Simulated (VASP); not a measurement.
# Ga (Fd-3m) in VASP: further runs

Runs on Ga. Level: PBEsol. Tasks: density of states.

Program: VASP 6.6.1. These are calculated values, not measurements. Logs are shortened: lines on timing, memory, paths and dates and some standing lists are left out, and cuts for length are marked.

## (1) The cell of the first run

It takes space group Fd-3m (No. 227, cubic). The conventional cell has a = 4.414 Å, b = 4.414 Å, c = 4.414 Å, α = 90.00°, β = 90.00°, γ = 90.00°. Within 2.5 Å of Ga (site symmetry -43m) lie 4 Ga at 1.91 Å.

## (2) Density of states, PBEsol (volume scaled by 0.45)

POSCAR

```
Ga
1.0
    0.0000000000      2.2071979905      2.2071979905
    2.2071979905      0.0000000000      2.2071979905
    2.2071979905      2.2071979905      0.0000000000
Ga
2
Direct
   -0.1250000000     -0.1250000000     -0.1250000000
    0.1250000000      0.1250000000      0.1250000000
```

INCAR.step1

```
SYSTEM = Ga
ALGO = Normal
EDIFF = 1E-6
ENCUT = 520
GGA = PS
ISIF = 2
ISMEAR = -1
LASPH = .TRUE.
LCHARG = .TRUE.
LREAL = .FALSE.
LWAVE = .FALSE.
NBANDS = 20
NELM = 100
PREC = Accurate
SIGMA = 0.08
```

KPOINTS.step1

```
k-points
0
G
  13 13 13
  0 0 0
```

INCAR.step2

```
SYSTEM = Ga
ALGO = Normal
EDIFF = 1E-6
ENCUT = 520
GGA = PS
ICHARG = 11
ISIF = 2
ISMEAR = -5
LASPH = .TRUE.
LCHARG = .FALSE.
LORBIT = 10
LREAL = .FALSE.
LWAVE = .FALSE.
NEDOS = 2001
NELM = 100
PREC = Accurate
SIGMA = 0.08
```

KPOINTS.step2

```
k-points
0
G
  20 20 20
  0 0 0
```

Potentials or basis: VASP PAW PBE potentials, release 64 (Ga_d).

On the command line:

```bash
> cat potpaw_PBE.64/Ga_d/POTCAR > POTCAR
> cp INCAR.step1 INCAR
> cp KPOINTS.step1 KPOINTS
> mpirun -np 1 vasp_std > vasp.out
> cp INCAR.step2 INCAR
> cp KPOINTS.step2 KPOINTS
> mpirun -np 1 vasp_std > vasp.out
```

OUTCAR:

```text
SYSTEM = Ga
   EDIFF = 1E-6
   ENCUT = 520
   GGA = PS
   ICHARG = 11
   ISIF = 2
   ISMEAR = -5
   LASPH = .TRUE.
   LORBIT = 10
   LREAL = .FALSE.
   NELM = 100
   PREC = Accurate

 ion  position               nearest neighbor table
   1  0.875  0.875  0.875-   2 1.91   2 1.91   2 1.91   2 1.91
   2  0.125  0.125  0.125-   1 1.91   1 1.91   1 1.91   1 1.91

  LATTYP: Found a face centered cubic cell.
 ALAT       =     4.4143959810

  Lattice vectors:

 A1 = (   0.0000000000,   2.2071979905,   2.2071979905)
 A2 = (   2.2071979905,   0.0000000000,   2.2071979905)
 A3 = (   2.2071979905,   2.2071979905,   0.0000000000)

Analysis of symmetry for initial positions (statically):
=====================================================================
 Subroutine PRICEL returns:
 Original cell was already a primitive cell.

 Routine SETGRP: Setting up the symmetry group for a
 face centered cubic supercell.

 Subroutine GETGRP returns: Found 48 space group operations
 (whereof 12 operations were pure point group operations)
 out of a pool of 48 trial point group operations.

The static configuration has the point symmetry D_3d.
 The point group associated with its full space group is O_h .

Analysis of symmetry for dynamics (positions and initial velocities):
=====================================================================
 Subroutine PRICEL returns:
 Original cell was already a primitive cell.

 Routine SETGRP: Setting up the symmetry group for a
 face centered cubic supercell.

 Subroutine GETGRP returns: Found 48 space group operations
 (whereof 12 operations were pure point group operations)
 out of a pool of 48 trial point group operations.

The dynamic configuration has the point symmetry D_3d.
 The point group associated with its full space group is O_h .

 Subroutine INISYM returns: Found 48 space group operations
 (whereof 12 operations are pure point group operations),
 and found     1 'primitive' translations

----------------------------------------------------------------------------------------

                                     Primitive cell

  volume of cell :      21.5057

  direct lattice vectors                    reciprocal lattice vectors
     0.000000000  2.207197991  2.207197991    -0.226531558  0.226531558  0.226531558
     2.207197991  0.000000000  2.207197991     0.226531558 -0.226531558  0.226531558
     2.207197991  2.207197991  0.000000000     0.226531558  0.226531558 -0.226531558

  length of vectors
     3.121449333  3.121449333  3.121449333     0.392364168  0.392364168  0.392364168

[... 83 lines left out ...]
   LREAL  =      F    real-space projection
   EDIFFG = 0.1E-04   stopping-criterion for IOM
   NSW    =      0    number of steps for IOM
   IBRION =     -1    ionic relax: 0-MD 1-quasi-New 2-CG
   NFREE  =      0    steps in history (QN), initial steepest desc. (CG)
   ISIF   =      2    stress and relaxation
   ISYM   =      2    0-nonsym 1-usesym 2-fastsym
   POTIM  = 0.5000    time-step for ionic-motion
   TEBEG  =    0.0;   TEEND  =   0.0 temperature during run
   PSTRESS=    0.0 pullay stress
   NELECT =      26.0000    total number of electrons
   NUPDOWN=      -1.0000    fix difference up-down
   EMIN   =  10.00;   EMAX   =-10.00  energy-range for DOS
   EFERMI =   0.00;   METHOD = LEGACY
   ISMEAR =    -5;   SIGMA  =   0.08  broadening in eV -4-tet -1-fermi 0-gaus
   EFERMI_NEDOS =   21; number of points for ismear=-14 and -15
   IALGO  =     38    algorithm
   IMIX   =      4    mixing-type and parameters
     AMIX     =   0.40;   BMIX     =  1.00
     AMIX_MAG =   1.60;   BMIX_MAG =  1.00
  volume/ion in A,a.u.               =      10.75        72.56
  Fermi-wavevector in a.u.,A,eV,Ry     =   1.744006  3.295694 41.382897  3.041557
  Thomas-Fermi vector in A             =   2.815969
   LORBIT       =     10    0 simple, 1 ext, 2 COOP (PROOUT), +10 PAW based schemes
   GGA     = PS    functional components
   LHFCALC =     F    Hartree Fock is set to
   AEXX    =    0.0000 exact exchange contribution
   IVDW    =     0    specifies the selected vdW correction
   LEPSILON=     F    determine dielectric tensor
   LRPA    =     F    only Hartree local field effects (RPA)
 non-spin polarized calculation
 Fermi weights with tetrahedron method with Bloechl corrections
  energy-cutoff  :      520.00
  volume of cell :       21.51
 maximum number of plane-waves:       604

 number of electron      26.0000012 magnetization

 Free energy of the ion-electron system (eV)
  ---------------------------------------------------
  ext. energy  EPLUGINS =         0.00000000
  ---------------------------------------------------
  free energy    TOTEN  =         2.58587214 eV

  energy without entropy =        2.58587214  energy(sigma->0) =        2.58587214

 E-fermi :  11.4073     XC(G=0): -14.0761

 val. band max:       11.4817227304   @ k =   0.3000   0.2000   0.1000
 cond. band min:      11.3362837525   @ k =   0.3000   0.3000   0.0000
 fundamental gap:     -0.1454389779
 Fermi energy:        11.4073223231

 k-point     1 :       0.0000    0.0000    0.0000
  band No.  band energies     occupation
      1      -6.1540      2.00000
      2      -6.1540      2.00000
      3      -6.1540      2.00000
      4      -6.0987      2.00000
      5      -6.0987      2.00000
      6      -4.6527      2.00000
[... 457 lines left out ...]
      4      -5.8354      2.00000
      5      -5.7389      2.00000
      6      -4.9779      2.00000
[... 9 lines left out ...]
     16      20.2769      0.00000
     17      21.3901      0.00000

 [... further k-points ...]
[... 5 lines left out ...]
  --------------------------------------------------------------------------------------
  -------------------------------------------------------------------------------------
  Total       29.8634455     29.8634455     29.8634455      0.0000000      0.0000000      0.0000000
  in kB     2224.8289313   2224.8289313   2224.8289313      0.0000000      0.0000000      0.0000000
  external PRESSURE =    2224.8289313 kB  Pullay stress =       0.0000000 kB

 VOLUME and BASIS-vectors are now :
 -----------------------------------------------------------------------------
  energy-cutoff  :      520.00
  volume of cell :       21.51
      direct lattice vectors                 reciprocal lattice vectors
     0.000000000  2.207197991  2.207197991    -0.226531558  0.226531558  0.226531558
     2.207197991  0.000000000  2.207197991     0.226531558 -0.226531558  0.226531558
     2.207197991  2.207197991  0.000000000     0.226531558  0.226531558 -0.226531558

 POSITION                                       TOTAL-FORCE (eV/Angst)
 -----------------------------------------------------------------------------------
      3.86260      3.86260      3.86260         0.000000      0.000000      0.000000
      0.55180      0.55180      0.55180        -0.000000     -0.000000     -0.000000
 -----------------------------------------------------------------------------------
    total drift:                                0.000000      0.000000      0.000000

  FREE ENERGIE OF THE ION-ELECTRON SYSTEM (eV)
  ---------------------------------------------------
  free  energy   TOTEN  =         2.5858721439 eV

  energy  without entropy=        2.5858721439  energy(sigma->0) =        2.58587214

 total charge

# of ion       s       p       d       tot
------------------------------------------
    1        1.200   1.637  10.189  13.027
    2        1.200   1.637  10.189  13.027
--------------------------------------------------
tot          2.401   3.275  20.378  26.054
```

OUTCAR.step1:

```text
SYSTEM = Ga
   EDIFF = 1E-6
   ENCUT = 520
   GGA = PS
   ISIF = 2
   ISMEAR = -1
   LASPH = .TRUE.
[... 774 lines left out ...]
      3.86260      3.86260      3.86260        -0.000000      0.000000      0.000000
      0.55180      0.55180      0.55180         0.000000     -0.000000     -0.000000
 -----------------------------------------------------------------------------------
    total drift:                                0.000000      0.000000      0.000000

  FREE ENERGIE OF THE ION-ELECTRON SYSTEM (eV)
  ---------------------------------------------------
  free  energy   TOTEN  =         2.5792731529 eV

  energy  without entropy=        2.5900339098  energy(sigma->0) =        2.58465353
```

OSZICAR.step1:

```text
N       E                     dE             d eps       ncg     rms          rms(c)
DAV:   1     0.131743706235E+03    0.13174E+03   -0.12636E+04  3868   0.285E+03
DAV:   2     0.114710996136E+02   -0.12027E+03   -0.11611E+03  3396   0.391E+02
DAV:   3     0.231550236720E+01   -0.91556E+01   -0.91178E+01  3776   0.948E+01
DAV:   4     0.219799765742E+01   -0.11750E+00   -0.11746E+00  3776   0.108E+01
DAV:   5     0.219594117995E+01   -0.20565E-02   -0.20564E-02  4116   0.137E+00    0.445E+00
DAV:   6     0.245240343366E+01    0.25646E+00   -0.14296E-01  4340   0.103E+01    0.233E+00
DAV:   7     0.257447669753E+01    0.12207E+00   -0.63229E-02  4484   0.456E+00    0.378E-01
DAV:   8     0.257936441880E+01    0.48877E-02   -0.20964E-02  4120   0.202E+00    0.456E-02
DAV:   9     0.257928602729E+01   -0.78392E-04   -0.82256E-04  4944   0.342E-01    0.282E-02
DAV:  10     0.257926864503E+01   -0.17382E-04   -0.95271E-05  4516   0.198E-01    0.115E-02
DAV:  11     0.257927218950E+01    0.35445E-05   -0.11765E-05  4428   0.762E-02    0.165E-03
DAV:  12     0.257927315294E+01    0.96344E-06   -0.67929E-07  2536   0.107E-02
   1 F= 0.25792732E+01 E0= 0.25846535E+01  d E =-.107608E-01
```

Run time: 26 s. Hardware: 1 thread of Intel Xeon 6975P-C (Granite Rapids), shared host; peak memory 0.19 GiB.

Levels at points of the mesh, in eV from the Fermi level:
| k point | band 10 | band 11 | band 12 | band 13 | band 14 | band 15 | band 16 | band 17 |
| --- | --- | --- | --- | --- | --- | --- | --- | --- |
| (0.00, 0.00, 0.00) | -15.25 | -15.25 | 6.70 | 6.70 | 6.70 | 7.94 | 7.94 | 7.94 |
| (0.50, 0.00, 0.00) | -15.29 | -9.91 | -9.13 | 2.96 | 2.96 | 8.58 | 8.58 | 9.80 |
| (0.50, 0.50, 0.00) | -15.17 | -7.70 | -7.70 | -1.71 | -1.71 | 4.18 | 4.18 | 23.16 |

Caveat: the PAW data sets were made with another functional, which shifts forces and pressure a little; tetrahedron occupations give inexact forces and stress in metals.

## (3) Density of states, PBEsol (volume scaled by 0.6)

POSCAR

```
Ga
1.0
    0.0000000000      2.4293357295      2.4293357295
    2.4293357295      0.0000000000      2.4293357295
    2.4293357295      2.4293357295      0.0000000000
Ga
2
Direct
   -0.1250000000     -0.1250000000     -0.1250000000
    0.1250000000      0.1250000000      0.1250000000
```

INCAR.step1

```
PREC     = Accurate       # precision mode
ENCUT    = 520            # plane-wave cutoff, eV
EDIFF    = 1E-6           # SCF threshold, eV
ISMEAR   = -1             # smearing method
SIGMA    = 0.08           # smearing width, eV
LREAL    = F              # projectors in reciprocal space
LASPH    = T              # aspherical terms in the spheres
NELM     = 80             # most SCF steps
ALGO     = Normal         # electronic algorithm
ISIF     = 2              # what is computed and relaxed
LWAVE    = F              # write WAVECAR
LCHARG   = T              # write CHGCAR
GGA      = PS             # functional
NBANDS   = 20             # bands
```

KPOINTS.step1

```
regular mesh
0
Gamma
  13 13 13
```

INCAR.step2

```
PREC     = Accurate       # precision mode
ENCUT    = 520            # plane-wave cutoff, eV
EDIFF    = 1E-6           # SCF threshold, eV
ISMEAR   = -5             # smearing method
SIGMA    = 0.08           # smearing width, eV
LREAL    = F              # projectors in reciprocal space
LASPH    = T              # aspherical terms in the spheres
NELM     = 80             # most SCF steps
ALGO     = Normal         # electronic algorithm
ISIF     = 2              # what is computed and relaxed
LWAVE    = F              # write WAVECAR
LCHARG   = F              # write CHGCAR
GGA      = PS             # functional
LORBIT   = 11             # projections on sites
NEDOS    = 2001           # points of the DOS
ICHARG   = 11             # starting density
```

KPOINTS.step2

```
regular mesh
0
Gamma
  20 20 20
```

Potentials or basis: VASP PAW PBE potentials, release 64 (Ga_d).

On the command line:

```bash
> cat potpaw_PBE.64/Ga_d/POTCAR > POTCAR
> cp INCAR.step1 INCAR
> cp KPOINTS.step1 KPOINTS
> mpirun -np 1 vasp_std > vasp.out
> cp INCAR.step2 INCAR
> cp KPOINTS.step2 KPOINTS
> mpirun -np 1 vasp_std > vasp.out
```

Run time: 3.1 min. Hardware: 1 thread of AMD EPYC, shared host; peak memory 0.2 GiB.

The run converged. Its results:

* Valence electrons inside the program's atomic spheres: Ga 12.32

Levels at points of the mesh, in eV from the Fermi level:
```tsv
k point	band 10	band 11	band 12	band 13	band 14	band 15	band 16	band 17
(0.00, 0.00, 0.00)	-14.58	-13.16	4.95	4.95	4.95	6.73	6.73	6.73
(0.50, 0.00, 0.00)	-14.57	-8.88	-7.03	2.23	2.23	7.04	7.56	7.57
(0.50, 0.50, 0.00)	-14.50	-6.70	-6.70	-1.13	-1.13	3.60	3.60	18.64
```

Caveat: the PAW data sets were made with another functional, which shifts forces and pressure a little; tetrahedron occupations give inexact forces and stress in metals.

## (4) Density of states, PBEsol (volume scaled by 0.6)

POSCAR is that of step 3.

INCAR.step1

```
SYSTEM = Ga
  ALGO = Normal
  EDIFF = 1E-6
  ENCUT = 520
  GGA = PS
  ISIF = 2
  ISMEAR = -1
  LASPH = .TRUE.
  LCHARG = .TRUE.
  LREAL = .FALSE.
  LWAVE = .FALSE.
  NBANDS = 20
  NELM = 100
  PREC = Accurate
  SIGMA = 0.08
```

KPOINTS.step1

```
k-points
0
G
  13 13 13
  0 0 0
```

INCAR.step2

```
SYSTEM = Ga
  ALGO = Normal
  EDIFF = 1E-6
  ENCUT = 520
  GGA = PS
  ICHARG = 11
  ISIF = 2
  ISMEAR = -5
  LASPH = .TRUE.
  LCHARG = .FALSE.
  LORBIT = 10
  LREAL = .FALSE.
  LWAVE = .FALSE.
  NEDOS = 1001
  NELM = 100
  PREC = Accurate
  SIGMA = 0.08
```

KPOINTS.step2

```
k-points
0
G
  20 20 20
  0 0 0
```

On the command line:

```bash
> cat potpaw_PBE.64/Ga_d/POTCAR > POTCAR
> cp INCAR.step1 INCAR
> cp KPOINTS.step1 KPOINTS
> mpirun -np 1 vasp_std > vasp.out
> cp INCAR.step2 INCAR
> cp KPOINTS.step2 KPOINTS
> mpirun -np 1 vasp_std > vasp.out
```

Run time: 3.1 min. Hardware: 1 thread of AMD EPYC, shared host; peak memory 0.2 GiB.

It converged, with:

* Valence electrons inside the program's atomic spheres: Ga 12.32

Levels at points of the mesh, in eV from the Fermi level:
```
           k point  band 10  band 11  band 12  band 13  band 14  band 15  band 16  band 17
(0.00, 0.00, 0.00)   -14.58   -13.16     4.95     4.95     4.95     6.73     6.73     6.73
(0.50, 0.00, 0.00)   -14.57    -8.88    -7.03     2.23     2.23     7.04     7.56     7.57
(0.50, 0.50, 0.00)   -14.50    -6.70    -6.70    -1.13    -1.13     3.60     3.60    18.64
```

Caveat: the PAW data sets were made with another functional, which shifts forces and pressure a little; tetrahedron occupations give inexact forces and stress in metals.
